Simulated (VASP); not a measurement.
A run of VASP 6.6.1:

The input INCAR:

```
SYSTEM = MnC63
ALGO = Normal
EDIFF = 1E-6
ENCUT = 520
GGA = PS
GGA_COMPAT = .False.
ISIF = 2
ISMEAR = -1
ISPIN = 2
ISYM = 0
LASPH = .True.
LCHARG = .True.
LELF = .True.
LMAXMIX = 4
LORBIT = 11
LREAL = Auto
LVHAR = .True.
LWAVE = .False.
MAGMOM = 0 0 0 0 0 0 0 0 0 0 0 0 0 0 0 0 0 0 0 0 0 0 0 0 0 0 0 0 0 0 0 0 0 0 0 0 0 0 0 0 0 0 0 0 0 0 0 0 0 0 0 0 0 0 0 0 0 0 0 0 0 0 0 1
NBANDS = 174
NELM = 200
PREC = Accurate
SIGMA = 0.05
```

File KPOINTS:

```
Automatic mesh
0
Gamma
  1 1 1
  0.25 0.25 0.25
```

POSCAR

```
MnC63
1.0
    7.1076060000      0.0000000000      0.0000000000
    0.0000000000      7.1076060000      0.0000000000
    0.0000000000      0.0000000000      7.1076060000
C Mn
63 1
Direct
    0.0001050000      0.9999120000      0.0004350000
    0.9998880000      0.9996990000      0.5007600000
    0.9999130000      0.5002280000      0.0002390000
    0.0001460000      0.4999630000      0.5004750000
    0.5004220000      0.9997020000      0.0002280000
    0.5001470000      0.9999590000      0.5004780000
    0.5001500000      0.4999600000      0.0004770000
    0.1255480000      0.1253560000      0.1258800000
    0.1228550000      0.1226620000      0.6252750000
    0.1229190000      0.6247430000      0.1232500000
    0.1248290000      0.6250760000      0.6255810000
    0.6249400000      0.1226670000      0.1231960000
    0.6252580000      0.1246250000      0.6255920000
    0.6252480000      0.6250730000      0.1251630000
    0.6404360000      0.6403120000      0.6407570000
    0.2499190000      0.2497210000      0.0010470000
    0.2461340000      0.2459310000      0.5018580000
    0.2498430000      0.7500450000      0.9999450000
    0.2468100000      0.7535090000      0.4999240000
    0.7502410000      0.2496430000      0.9999280000
    0.7536780000      0.2465970000      0.4999080000
    0.7502830000      0.7500920000      0.0007630000
    0.7535440000      0.7533810000      0.5022470000
    0.3755350000      0.3753090000      0.1250100000
    0.3581540000      0.3579790000      0.6434660000
    0.3753670000      0.8776230000      0.1232310000
    0.3756260000      0.8758080000      0.6258840000
    0.8778080000      0.3751670000      0.1232330000
    0.8759710000      0.3754410000      0.6258570000
    0.8751640000      0.8749510000      0.1257420000
    0.8773240000      0.8771370000      0.6254100000
    0.2499030000      0.0005120000      0.2502490000
    0.2498240000      0.9994130000      0.7505870000
    0.2462350000      0.5012880000      0.2465640000
    0.2468240000      0.4994090000      0.7539750000
    0.7502540000      0.9994130000      0.2501570000
    0.7502830000      0.0002470000      0.7506190000
    0.7536420000      0.4994130000      0.2471550000
    0.7535170000      0.5017180000      0.7538440000
    0.3755050000      0.1244500000      0.3758420000
    0.3753580000      0.1226950000      0.8781580000
    0.3583040000      0.6429910000      0.3586520000
    0.3756510000      0.6253440000      0.8763020000
    0.8778250000      0.1226880000      0.3756870000
    0.8751560000      0.1252180000      0.8754860000
    0.8759730000      0.6253460000      0.3759750000
    0.8773210000      0.6248960000      0.8776530000
    0.0007050000      0.2497230000      0.2502500000
    0.9996010000      0.2496390000      0.7505700000
    0.9996160000      0.7500440000      0.2501710000
    0.0004320000      0.7500920000      0.7506170000
    0.5015300000      0.2459370000      0.2464690000
    0.4995730000      0.2465950000      0.7540120000
    0.4995880000      0.7535120000      0.2471410000
    0.5019230000      0.7533850000      0.7538730000
    0.1246680000      0.3753100000      0.3758600000
    0.1229030000      0.3751650000      0.8781450000
    0.1228860000      0.8776280000      0.3756970000
    0.1254070000      0.8749540000      0.8754930000
    0.6431490000      0.3579940000      0.3585120000
    0.6255250000      0.3754460000      0.8762980000
    0.6255500000      0.8758060000      0.3759580000
    0.6250830000      0.8771370000      0.8776620000
    0.4976070000      0.4972560000      0.4979630000
```

Potentials or basis: VASP PAW PBE potentials, release 64 (C, Mn_pv).

Run with:

```bash
$ cat potpaw_PBE.64/C/POTCAR potpaw_PBE.64/Mn_pv/POTCAR > POTCAR
$ mpirun -np 1 vasp_std > vasp.out
```

Hardware: 1 thread of Intel Xeon 8259CL (shared host).

Q: How long does it take, and how much memory?

A: Wall time 38 min on 1 thread of Intel Xeon 8259CL, with other jobs on the host, peak memory 0.71 GiB. Counts: scf iterations 19, k points 4.
